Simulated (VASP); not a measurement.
# Co (P6_3/mmc) in VASP: further runs, part 2 of 2

VASP 6.6.1. The steps go on from the part before.

### Step 3. Single point, PBEsol, collinear spin, ferromagnetic start

This run uses another cell than the first one, of 11.41 Å³/atom.

Input file INCAR:

```
PREC = Accurate
ENCUT = 520
EDIFF = 1E-6
ISMEAR = 0
SIGMA = 0.15
LREAL = F
LASPH = T
NELM = 150
ALGO = Fast
ISIF = 2
LWAVE = F
LCHARG = F
ISPIN = 2
MAGMOM = 1.79 1.79
LORBIT = 11
LMAXMIX = 4
GGA = PS
NBANDS = 20
```

Input file KPOINTS:

```
Automatic mesh
0
Gamma
  21 21 12
```

Input file POSCAR:

```
Co
1.0
    2.4801000000      0.0000000000      0.0000000000
   -1.2400500000      2.1478296039      0.0000000000
    0.0000000000      0.0000000000      4.2847000000
Co
2
Direct
    0.3333333333      0.6666666667      0.2500000000
    0.6666666667      0.3333333333      0.7500000000
```

Potentials or basis: VASP PAW PBE potentials, release 64 (Co).

The run is started by

```
cat potpaw_PBE.64/Co/POTCAR > POTCAR
mpirun -np 1 vasp_std > vasp.out
```

OUTCAR:

```text
PREC = Accurate
   ENCUT = 520
   EDIFF = 1E-6
   ISMEAR = 0
   LREAL = F
   LASPH = T
   NELM = 150
   ISIF = 2
   ISPIN = 2
   LORBIT = 11
   GGA = PS

 ion  position               nearest neighbor table
   1  0.333  0.667  0.250-   2 2.58   2 2.58   2 2.58   2 2.58   2 2.58   2 2.58
   2  0.667  0.333  0.750-   1 2.58   1 2.58   1 2.58   1 2.58   1 2.58   1 2.58

  LATTYP: Found a hexagonal cell.
 ALAT       =     2.4801000000
 C/A-ratio  =     1.7276319503

  Lattice vectors:

 A1 = (   2.4801000000,   0.0000000000,   0.0000000000)
 A2 = (  -1.2400500000,   2.1478296039,   0.0000000000)
 A3 = (   0.0000000000,   0.0000000000,   4.2847000000)

Analysis of symmetry for initial positions (statically):
=====================================================================
 Subroutine PRICEL returns:
 Original cell was already a primitive cell.

 Routine SETGRP: Setting up the symmetry group for a
 hexagonal supercell.

 Subroutine GETGRP returns: Found 24 space group operations
 (whereof 12 operations were pure point group operations)
 out of a pool of 24 trial point group operations.

The static configuration has the point symmetry D_3d.
 The point group associated with its full space group is D_6h.

Analysis of symmetry for dynamics (positions and initial velocities):
=====================================================================
 Subroutine PRICEL returns:
 Original cell was already a primitive cell.

 Routine SETGRP: Setting up the symmetry group for a
 hexagonal supercell.

 Subroutine GETGRP returns: Found 24 space group operations
 (whereof 12 operations were pure point group operations)
 out of a pool of 24 trial point group operations.

The dynamic configuration has the point symmetry D_3d.
 The point group associated with its full space group is D_6h.

Analysis of structural, dynamic, and magnetic symmetry:
[... 154 lines left out ...]
  ---------------------------------------------------
  ext. energy  EPLUGINS =         0.00000000
  ---------------------------------------------------
  free energy    TOTEN  =       -15.29315640 eV

  energy without entropy =      -15.26878422  energy(sigma->0) =      -15.28097031

 E-fermi :   9.4249     XC(G=0): -13.2805

 val. band max:        9.4231251327   @ k =   0.0476   0.0476   0.0833
 cond. band min:       9.4273856768   @ k =   0.2857   0.1429   0.0000
 fundamental gap:      0.0042605441
 Fermi energy:         9.4249247092

 spin component 1

 k-point     1 :       0.0000    0.0000    0.0000
  band No.  band energies     occupation
      1       0.6976      1.00000
      2       4.3560      1.00000
      3       6.5382      1.00000
      4       6.8979      1.00000
      5       6.8979      1.00000
      6       7.1209      1.00000
[... 541 lines left out ...]
     19      33.8630      0.00000
     20      35.0148      0.00000

 [... further k-points ...]

 spin component 2

 k-point     1 :       0.0000    0.0000    0.0000
  band No.  band energies     occupation
      1       0.7560      1.00000
      2       5.2624      1.00000
      3       8.1176      1.00000
      4       8.5338      1.00000
      5       8.5338      1.00000
      6       8.6205      1.00000
[... 541 lines left out ...]
     19      34.1815      0.00000
     20      35.4827      0.00000

 [... further k-points ...]

------------------------ aborting loop because EDIFF is reached ----------------------------------------

  FORCE on cell =-STRESS in cart. coord.  units (eV):
  Direction    XX          YY          ZZ          XY          YZ          ZX
  --------------------------------------------------------------------------------------
  -------------------------------------------------------------------------------------
  Total       -1.8364738     -1.8364738     -3.9992131      0.0000000      0.0000000      0.0000000
  in kB     -128.9157189   -128.9157189   -280.7344387      0.0000000      0.0000000      0.0000000
  external PRESSURE =    -179.5219589 kB  Pullay stress =       0.0000000 kB

 VOLUME and BASIS-vectors are now :
 -----------------------------------------------------------------------------
  energy-cutoff  :      520.00
  volume of cell :       22.82
      direct lattice vectors                 reciprocal lattice vectors
     2.480100000  0.000000000  0.000000000     0.403209548  0.232793141  0.000000000
    -1.240050000  2.147829604  0.000000000     0.000000000  0.465586282  0.000000000
     0.000000000  0.000000000  4.284700000     0.000000000  0.000000000  0.233388569

 POSITION                                       TOTAL-FORCE (eV/Angst)
 -----------------------------------------------------------------------------------
     -0.00000      1.43189      1.07117         0.000000     -0.000000      0.000000
      1.24005      0.71594      3.21352        -0.000000      0.000000      0.000000
 -----------------------------------------------------------------------------------
    total drift:                               -0.000000      0.000000     -0.000000

  FREE ENERGIE OF THE ION-ELECTRON SYSTEM (eV)
  ---------------------------------------------------
  free  energy   TOTEN  =       -15.2931563980 eV

  energy  without entropy=      -15.2687842228  energy(sigma->0) =      -15.28097031

 total charge

# of ion       s       p       d       tot
------------------------------------------
    1        0.471   0.484   7.226   8.181
    2        0.471   0.484   7.226   8.181
--------------------------------------------------
tot          0.941   0.968  14.451  16.361

 magnetization (x)

# of ion       s       p       d       tot
------------------------------------------
    1       -0.013  -0.048   1.735   1.674
    2       -0.013  -0.048   1.735   1.674
--------------------------------------------------
tot         -0.026  -0.096   3.471   3.349
```

Run time: 3 min. Hardware: 1 thread of Oxide Virtual Turin-like, shared host; peak memory 0.27 GiB.

Results:

* Free energy: -15.2932 eV
* Pressure: -18.0 GPa
* Net moment: 3.30 μB per cell
* Site moments: Co +1.67 μB
* Valence electrons inside the program's atomic spheres: Co 8.18

Caveat: the stress differs along the axes, from -28 to -13 GPa; the PAW data sets were made with another functional, which shifts forces and pressure a little.

### Step 4. Single point, PBEsol, collinear spin, ferromagnetic start

This run uses another cell than the first one, of 11.42 Å³/atom.

Input file INCAR:

```
ALGO = Normal
EDIFF = 1E-6
ENCUT = 520
GGA = PS
ISIF = 2
ISMEAR = 0
ISPIN = 2
LASPH = T
LCHARG = F
LMAXMIX = 4
LORBIT = 11
LREAL = F
LWAVE = F
MAGMOM = 1.79 1.79
NBANDS = 20
NELM = 150
PREC = Accurate
SIGMA = 0.15
```

Input file KPOINTS:

```
k-points
0
Gamma
  21 21 12
```

Input file POSCAR:

```
Co
1.0
    2.5783000000      0.0000000000      0.0000000000
   -1.2891500000      2.2328732986      0.0000000000
    0.0000000000      0.0000000000      3.9673513066
Co
2
Direct
    0.3333333333      0.6666666667      0.2500000000
    0.6666666667      0.3333333333      0.7500000000
```

The run is started by

```
cat potpaw_PBE.64/Co/POTCAR > POTCAR
mpirun -np 1 vasp_std > vasp.out
```

It took 2.9 min on 1 thread of Oxide Virtual Turin-like, shared host; peak memory 0.27 GiB.

Results (log left out):

* Free energy: -15.3137 eV
* Pressure: -18.6 GPa
* Net moment: 3.27 μB per cell
* Site moments: Co +1.66 μB
* Valence electrons inside the program's atomic spheres: Co 8.18

Stress tensor (GPa, compression positive):
```
-22.27   0.00   0.00
  0.00 -22.27   0.00
  0.00   0.00 -11.17
```

Levels at points of the mesh, in eV from the Fermi level:
Spin up:
```csv
k point,band 7,band 8,band 9,band 10,band 11,band 12,band 13,band 14,band 15,band 16
"(0.00, 0.00, 0.00)",-2.18,-2.02,-2.02,-0.82,-0.82,0.47,6.63,20.87,22.51,22.51
"(0.00, 0.00, 0.50)",-2.64,-2.64,-1.11,-1.11,-1.11,-1.11,15.71,15.71,21.61,21.61
```
Spin down:
```
           k point  band 3  band 4  band 5  band 6  band 7  band 8  band 9  band 10  band 11  band 12
(0.00, 0.00, 0.00)   -0.86   -0.86   -0.59   -0.46   -0.46   -0.31   -0.31     0.46     1.03     1.03
(0.00, 0.00, 0.50)   -1.19   -1.19   -1.00   -1.00   -1.00   -1.00    0.72     0.72     0.72     0.72
```

Caveat: the stress differs along the axes, from -22 to -11 GPa; the PAW data sets were made with another functional, which shifts forces and pressure a little.

### Step 5. The runs side by side

| cell | gap on the mesh (eV) | pressure (GPa) | moment (μB) |
| --- | --- | --- | --- |
| a = 2.431, b = 2.431, c = 3.809 Å, angles 90.0, 90.0, 120.0°, 2 atoms | none | 16.5 | 3.02 |
| a = 2.480, b = 2.480, c = 4.285 Å, angles 90.0, 90.0, 120.0°, 2 atoms | none | -18.0 | 3.30 |
| a = 2.578, b = 2.578, c = 3.967 Å, angles 90.0, 90.0, 120.0°, 2 atoms | none | -18.6 | 3.27 |

Alike in all rows: task single point; level PBEsol; potentials or basis VASP PAW PBE potentials, release 64 (Co); spin collinear, ferromagnetic start; k mesh 21 × 21 × 12; cutoff (eV) 520; smearing gaussian 0.15 eV.

Caveats: the PAW data sets were made with another functional, which shifts forces and pressure a little; the stress differs along the axes, from 12 to 25 GPa (at least some runs); the stress differs along the axes, from -28 to -13 GPa (at least some runs); the stress differs along the axes, from -22 to -11 GPa (at least some runs).

Total energies depend on the potentials used, so only differences within one code and one set of settings carry meaning.
